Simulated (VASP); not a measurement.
# Ge (Pm-3m) in VASP: a series of runs

The runs below take Ge through single point, with r2SCAN.

Everything below comes from runs of VASP 6.6.1. Logs are shortened: lines on timing, memory, paths and dates and some standing lists are left out, and cuts for length are marked.

## 1. The cell of the first run

Symmetry: Pm-3m, No. 221, cubic system. The conventional cell has a = 2.682 Å, b = 2.682 Å, c = 2.682 Å, α = 90.00°, β = 90.00°, γ = 90.00°. Within 3.5 Å of Ge (site symmetry m-3m) lie 6 Ge at 2.68 Å.

This isn't the form of Ge at room conditions, which is diamond.

## 2. Single point, r2SCAN

The input, POSCAR:

```
Ge
1.0
    2.6815700114      0.0000000000      0.0000000000
    0.0000000000      2.6815700114      0.0000000000
    0.0000000000      0.0000000000      2.6815700114
Ge
1
Direct
    0.0000000000      0.0000000000      0.0000000000
```

The input, INCAR.step1:

```
PREC     = Accurate       # precision mode
ENCUT    = 520            # plane-wave cutoff, eV
ISMEAR   = -1             # smearing method
SIGMA    = 0.1            # smearing width, eV
LREAL    = F              # projectors in reciprocal space
LASPH    = T              # aspherical terms in the spheres
NELM     = 80             # most SCF steps
NBANDS   = 13             # bands
GGA      = PE             # functional
ALGO     = Normal         # electronic algorithm
EDIFF    = 1E-4           # SCF threshold, eV
LWAVE    = T              # write WAVECAR
LCHARG   = F              # write CHGCAR
```

The input, INCAR.step2:

```
PREC     = Accurate       # precision mode
ENCUT    = 520            # plane-wave cutoff, eV
EDIFF    = 1E-6           # SCF threshold, eV
ISMEAR   = -1             # smearing method
SIGMA    = 0.1            # smearing width, eV
LREAL    = F              # projectors in reciprocal space
LASPH    = T              # aspherical terms in the spheres
NELM     = 80             # most SCF steps
ALGO     = Normal         # electronic algorithm
ISIF     = 2              # what is computed and relaxed
LWAVE    = F              # write WAVECAR
LCHARG   = T              # write CHGCAR
METAGGA  = R2SCAN         # meta-GGA
LMIXTAU  = T            
LELF     = T              # ELF
LVHAR    = T            
NBANDS   = 13             # bands
ISTART   = 1
```

The input, KPOINTS:

```
Automatic mesh
0
Gamma
  11 11 11
```

Potentials or basis: VASP PAW PBE potentials, release 64 (Ge_d).

Launch:

```bash
$ cat potpaw_PBE.64/Ge_d/POTCAR > POTCAR
$ cp INCAR.step1 INCAR
$ mpirun -np 1 vasp_std > vasp.out
$ cp INCAR.step2 INCAR
$ mpirun -np 1 vasp_std > vasp.out
```

OUTCAR:

```text
PREC = Accurate
   ENCUT = 520
   EDIFF = 1E-6
   ISMEAR = -1
   LREAL = F
   LASPH = T
   NELM = 80
   ISIF = 2
   METAGGA = R2SCAN
   ISTART = 1

 ion  position               nearest neighbor table
   1  0.000  0.000  0.000-

  LATTYP: Found a simple cubic cell.
 ALAT       =     2.6815700114

  Lattice vectors:

 A1 = (   2.6815700114,   0.0000000000,   0.0000000000)
 A2 = (   0.0000000000,   2.6815700114,   0.0000000000)
 A3 = (   0.0000000000,   0.0000000000,   2.6815700114)

Analysis of symmetry for initial positions (statically):
=====================================================================
 Subroutine PRICEL returns:
 Original cell was already a primitive cell.

 Routine SETGRP: Setting up the symmetry group for a
 simple cubic supercell.

 Subroutine GETGRP returns: Found 48 space group operations
 (whereof 48 operations were pure point group operations)
 out of a pool of 48 trial point group operations.

The static configuration has the point symmetry O_h .

Analysis of symmetry for dynamics (positions and initial velocities):
=====================================================================
 Subroutine PRICEL returns:
 Original cell was already a primitive cell.

 Routine SETGRP: Setting up the symmetry group for a
 simple cubic supercell.

 Subroutine GETGRP returns: Found 48 space group operations
 (whereof 48 operations were pure point group operations)
 out of a pool of 48 trial point group operations.

The dynamic configuration has the point symmetry O_h .

 Subroutine INISYM returns: Found 48 space group operations
 (whereof 48 operations are pure point group operations),
 and found     1 'primitive' translations

----------------------------------------------------------------------------------------

                                     Primitive cell

  volume of cell :      19.2827

  direct lattice vectors                    reciprocal lattice vectors
     2.681570011  0.000000000  0.000000000     0.372915865  0.000000000  0.000000000
     0.000000000  2.681570011  0.000000000     0.000000000  0.372915865  0.000000000
     0.000000000  0.000000000  2.681570011     0.000000000  0.000000000  0.372915865

  length of vectors
     2.681570011  2.681570011  2.681570011     0.372915865  0.372915865  0.372915865

  position of ions in fractional coordinates (direct lattice)
     0.000000000  0.000000000  0.000000000

  ion indices of the primitive-cell ions
   primitive index   ion index
                 1           1

----------------------------------------------------------------------------------------

 KPOINTS: Automatic mesh

Automatic generation of k-mesh.
 Grid dimensions read from file:
 generate k-points for:   11   11   11

 Generating k-lattice:

  Cartesian coordinates                     Fractional coordinates (reciprocal lattice)
     0.033901442  0.000000000  0.000000000     0.090909091  0.000000000  0.000000000
     0.000000000  0.033901442  0.000000000     0.000000000  0.090909091  0.000000000
     0.000000000  0.000000000  0.033901442     0.000000000  0.000000000  0.090909091

  Length of vectors
     0.033901442  0.033901442  0.033901442

  Shift w.r.t. Gamma in fractional coordinates (k-lattice)
     0.000000000  0.000000000  0.000000000

 Subroutine IBZKPT returns following result:
 ===========================================

 Found     56 irreducible k-points:

 Following reciprocal coordinates:
            Coordinates               Weight
  0.000000  0.000000  0.000000      1.000000
  0.090909  0.000000  0.000000      6.000000
  0.181818  0.000000  0.000000      6.000000
  0.272727  0.000000  0.000000      6.000000
  0.363636  0.000000  0.000000      6.000000
  0.454545  0.000000  0.000000      6.000000
[... 16 lines left out ...]
  0.181818  0.090909  0.090909     24.000000
  0.272727  0.090909  0.090909     24.000000
 [... further k-points ...]
   k-points           NKPTS =     56   k-points in BZ     NKDIM =     56   number of bands    NBANDS=     13
   number of dos      NEDOS =    301   number of ions     NIONS =      1
   total plane-waves  NPLWV =   8000
   dimension x,y,z NGX =    20 NGY =   20 NGZ =   20
   dimension x,y,z NGXF=    40 NGYF=   40 NGZF=   40
   ions per type =               1
   NGX,Y,Z   is equivalent  to a cutoff of  12.40, 12.40, 12.40 a.u.
   NGXF,Y,Z  is equivalent  to a cutoff of  24.80, 24.80, 24.80 a.u.
 SYSTEM =  unknown system
   PREC   = accura    normal or accurate (medium, high low for compatibility)
   ISTART =      1    job   : 0-new  1-cont  2-samecut
   ICHARG =      0    charge: 1-file 2-atom 10-const
   ISPIN  =      1    spin polarized calculation?
   LNONCOLLINEAR =      F non collinear calculations
   LSORBIT =      F    spin-orbit coupling
   LASPH  =      T    aspherical Exc in radial PAW
   ENCUT  =  520.0 eV  38.22 Ry    6.18 a.u.   4.99  4.99  4.99*2*pi/ulx,y,z
   NELM   =     80;   NELMIN=  2; NELMDL=  0     # of ELM steps
   EDIFF  = 0.1E-05   stopping-criterion for ELM
   LREAL  =      F    real-space projection
   EDIFFG = 0.1E-04   stopping-criterion for IOM
   NSW    =      0    number of steps for IOM
   IBRION =     -1    ionic relax: 0-MD 1-quasi-New 2-CG
   NFREE  =      0    steps in history (QN), initial steepest desc. (CG)
   ISIF   =      2    stress and relaxation
   ISYM   =      2    0-nonsym 1-usesym 2-fastsym
   POTIM  = 0.5000    time-step for ionic-motion
   TEBEG  =    0.0;   TEEND  =   0.0 temperature during run
   PSTRESS=    0.0 pullay stress
   NELECT =      14.0000    total number of electrons
   NUPDOWN=      -1.0000    fix difference up-down
   EMIN   =  10.00;   EMAX   =-10.00  energy-range for DOS
   EFERMI =   0.00;   METHOD = LEGACY
   ISMEAR =    -1;   SIGMA  =   0.10  broadening in eV -4-tet -1-fermi 0-gaus
   EFERMI_NEDOS =   21; number of points for ismear=-14 and -15
   IALGO  =     38    algorithm
   IMIX   =      4    mixing-type and parameters
     AMIX     =   0.40;   BMIX     =  1.00
     AMIX_MAG =   1.60;   BMIX_MAG =  1.00
  volume/ion in A,a.u.               =      19.28       130.13
  Fermi-wavevector in a.u.,A,eV,Ry     =   1.471392  2.780528 29.456534  2.164994
  Thomas-Fermi vector in A             =   2.586533
   LORBIT       =      0    0 simple, 1 ext, 2 COOP (PROOUT), +10 PAW based schemes
   METAGGA = R2SCAN    functional components
   LHFCALC =     F    Hartree Fock is set to
   AEXX    =    0.0000 exact exchange contribution
   IVDW    =     0    specifies the selected vdW correction
   LEPSILON=     F    determine dielectric tensor
   LRPA    =     F    only Hartree local field effects (RPA)
 non-spin polarized calculation
  energy-cutoff  :      520.00
  volume of cell :       19.28
 maximum number of plane-waves:       528
 NGX is ok and might be reduce to    20
   NGX =  9   NGY =  9   NGZ =  9

 number of electron      13.9999967 magnetization

 Free energy of the ion-electron system (eV)
  ---------------------------------------------------
  ext. energy  EPLUGINS =         0.00000000
  ---------------------------------------------------
  free energy    TOTEN  =       -13.51223144 eV

  energy without entropy =      -13.49375167  energy(sigma->0) =      -13.50299156

 E-fermi :   5.9697     XC(G=0): -12.1019

 val. band max:        5.9360008630   @ k =   0.2727   0.2727   0.0909
 cond. band min:       6.0212212759   @ k =   0.4545   0.4545   0.3636
 fundamental gap:      0.0852204129
 Fermi energy:         5.9697125441

 k-point     1 :       0.0000    0.0000    0.0000
  band No.  band energies     occupation
      1     -19.3072      2.00000
      2     -19.3072      2.00000
      3     -19.0201      2.00000
      4     -19.0201      2.00000
      5     -19.0201      2.00000
      6      -7.4909      2.00000
      7      13.2355      0.00000
      8      13.2355      0.00000
      9      13.2355      0.00000
     10      16.7236      0.00000
     11      16.7236      0.00000
     12      20.1495      0.00000
     13      36.4042      0.00000

 k-point     2 :       0.0909    0.0000    0.0000
  band No.  band energies     occupation
      1     -19.3060      2.00000
      2     -19.2898      2.00000
      3     -19.0261      2.00000
      4     -19.0261      2.00000
      5     -19.0196      2.00000
      6      -7.3165      2.00000
      7      11.0231      0.00000
      8      13.4051      0.00000
      9      13.4051      0.00000
     10      16.8763      0.00000
     11      18.3427      0.00000
     12      21.1857      0.00000
     13      33.3927      0.00000

 k-point     3 :       0.1818    0.0000    0.0000
  band No.  band energies     occupation
      1     -19.3025      2.00000
      2     -19.2432      2.00000
      3     -19.0420      2.00000
      4     -19.0420      2.00000
      5     -19.0183      2.00000
      6      -6.7951      2.00000
      7       7.8475      0.00000
      8      13.8994      0.00000
      9      13.8994      0.00000
     10      17.3302      0.00000
     11      19.4457      0.00000
     12      24.5255      0.00000
     13      30.1644      0.00000

 k-point     4 :       0.2727    0.0000    0.0000
  band No.  band energies     occupation
      1     -19.2980      2.00000
      2     -19.1825      2.00000
      3     -19.0629      2.00000
      4     -19.0629      2.00000
      5     -19.0165      2.00000
      6      -5.9385      2.00000
      7       4.8718      1.99997
      8      14.6654      0.00000
      9      14.6654      0.00000
     10      18.0662      0.00000
     11      20.3119      0.00000
     12      27.3442      0.00000
     13      27.3442      0.00000

 k-point     5 :       0.3636    0.0000    0.0000
  band No.  band energies     occupation
      1     -19.2939      2.00000
      2     -19.1270      2.00000
      3     -19.0819      2.00000
      4     -19.0819      2.00000
      5     -19.0149      2.00000
      6      -4.7993      2.00000
      7       2.2859      2.00000
      8      15.5689      0.00000
      9      15.5689      0.00000
     10      19.0179      0.00000
     11      21.3436      0.00000
     12      25.0732      0.00000
     13      25.0732      0.00000
[... 257 lines left out ...]
 k-point    22 :       0.0909    0.0909    0.0909
  band No.  band energies     occupation
      1     -19.2790      2.00000
      2     -19.2790      2.00000
      3     -19.0324      2.00000
      4     -19.0314      2.00000
      5     -19.0314      2.00000
      6      -6.9677      2.00000
      7      11.0783      0.00000
      8      11.0783      0.00000
      9      12.0493      0.00000
     10      19.8475      0.00000
     11      19.8475      0.00000
     12      22.1252      0.00000
     13      30.3260      0.00000

 k-point    23 :       0.1818    0.0909    0.0909
  band No.  band energies     occupation
      1     -19.2757      2.00000
      2     -19.2317      2.00000
      3     -19.0487      2.00000
      4     -19.0478      2.00000
      5     -19.0302      2.00000
      6      -6.4468      2.00000
      7       8.1441      0.00000
      8      11.5628      0.00000
      9      12.3381      0.00000
     10      20.3079      0.00000
     11      21.5012      0.00000
     12      24.4952      0.00000
     13      27.1110      0.00000

 k-point    24 :       0.2727    0.0909    0.0909
  band No.  band energies     occupation
      1     -19.2714      2.00000
      2     -19.1701      2.00000
      3     -19.0704      2.00000
      4     -19.0692      2.00000
      5     -19.0284      2.00000
      6      -5.5911      2.00000
      7       5.1941      1.99914
      8      12.3208      0.00000
      9      13.1274      0.00000
     10      21.0350      0.00000
     11      21.8153      0.00000
     12      24.3142      0.00000
     13      25.2053      0.00000

 [... further k-points ...]

------------------------ aborting loop because EDIFF is reached ----------------------------------------

  FORCE on cell =-STRESS in cart. coord.  units (eV):
  Direction    XX          YY          ZZ          XY          YZ          ZX
  --------------------------------------------------------------------------------------
  -------------------------------------------------------------------------------------
  Total       -0.0043775     -0.0043775     -0.0043775      0.0000000      0.0000000     -0.0000000
  in kB       -0.3637227     -0.3637227     -0.3637227      0.0000000      0.0000000     -0.0000000
  external PRESSURE =      -0.3637227 kB  Pullay stress =       0.0000000 kB

 VOLUME and BASIS-vectors are now :
 -----------------------------------------------------------------------------
  energy-cutoff  :      520.00
  volume of cell :       19.28
      direct lattice vectors                 reciprocal lattice vectors
     2.681570011  0.000000000  0.000000000     0.372915865  0.000000000  0.000000000
     0.000000000  2.681570011  0.000000000     0.000000000  0.372915865  0.000000000
     0.000000000  0.000000000  2.681570011     0.000000000  0.000000000  0.372915865

 POSITION                                       TOTAL-FORCE (eV/Angst)
 -----------------------------------------------------------------------------------
      0.00000      0.00000      0.00000         0.000000      0.000000      0.000000
 -----------------------------------------------------------------------------------
    total drift:                                0.000000      0.000000      0.000000

  FREE ENERGIE OF THE ION-ELECTRON SYSTEM (eV)
  ---------------------------------------------------
  free  energy   TOTEN  =       -13.5122314424 eV

  energy  without entropy=      -13.4937516739  energy(sigma->0) =      -13.50299156
```

Wall time 33 s (1 thread of Intel Xeon 8259CL, shared host); peak memory 0.13 GiB.

Results:

```yaml
Free_energy: -13.5122 eV
Pressure: 0.0 GPa
Band_gap_on_the_k_mesh: zero (bands 7 and 8 overlap by 9.46 eV)
```

Caveat: the PAW data sets were made with another functional, which shifts forces and pressure a little.

## 3. Single point, r2SCAN (16.97 Å³/atom)

This run uses another cell than the first one, of 16.97 Å³/atom.

The input, POSCAR:

```
Ge
1.0
    2.5697055602      0.0000000000      0.0000000000
    0.0000000000      2.5697055602      0.0000000000
    0.0000000000      0.0000000000      2.5697055602
Ge
1
Direct
    0.0000000000      0.0000000000      0.0000000000
```

The input, INCAR.step1:

```
SYSTEM = Ge
ALGO = Normal
EDIFF = 1E-4
ENCUT = 520
GGA = PE
ISMEAR = -1
LASPH = .True.
LCHARG = .False.
LREAL = .False.
LWAVE = .True.
NBANDS = 13
NELM = 80
PREC = Accurate
SIGMA = 0.1
```

The input, INCAR.step2:

```
SYSTEM = Ge
ALGO = Normal
EDIFF = 1E-6
ENCUT = 520
ISIF = 2
ISMEAR = -1
ISTART = 1
LASPH = .True.
LCHARG = .False.
LMIXTAU = .True.
LREAL = .False.
LWAVE = .False.
METAGGA = R2SCAN
NBANDS = 13
NELM = 80
PREC = Accurate
SIGMA = 0.1
```

The input, KPOINTS:

```
k-points
0
Gamma
  13 13 13
  0 0 0
```

Potentials or basis: VASP PAW PBE potentials, release 64 (Ge_d).

Launch:

```bash
$ cat potpaw_PBE.64/Ge_d/POTCAR > POTCAR
$ cp INCAR.step1 INCAR
$ mpirun -np 1 vasp_std > vasp.out
$ cp INCAR.step2 INCAR
$ mpirun -np 1 vasp_std > vasp.out
```

It took 44 s on 1 thread of Intel Xeon 8259CL, shared host; peak memory 0.14 GiB.

The run converged. Its results:

```yaml
Free_energy: -13.4490 eV
Pressure: 13.4 GPa
Band_gap_on_the_k_mesh: zero (bands 7 and 8 overlap by 10.55 eV)
```

Levels at points of the mesh, in eV from the Fermi level:
| k point | band 3 | band 4 | band 5 | band 6 | band 7 | band 8 | band 9 | band 10 | band 11 | band 12 |
| --- | --- | --- | --- | --- | --- | --- | --- | --- | --- | --- |
| (0.00, 0.00, 0.00) | -25.28 | -25.28 | -25.28 | -14.87 | 7.76 | 7.76 | 7.76 | 11.01 | 11.01 | 15.43 |

Caveat: the cell stands under pressure; the PAW data sets were made with another functional, which shifts forces and pressure a little.

(Continued in part 2 of 2.)
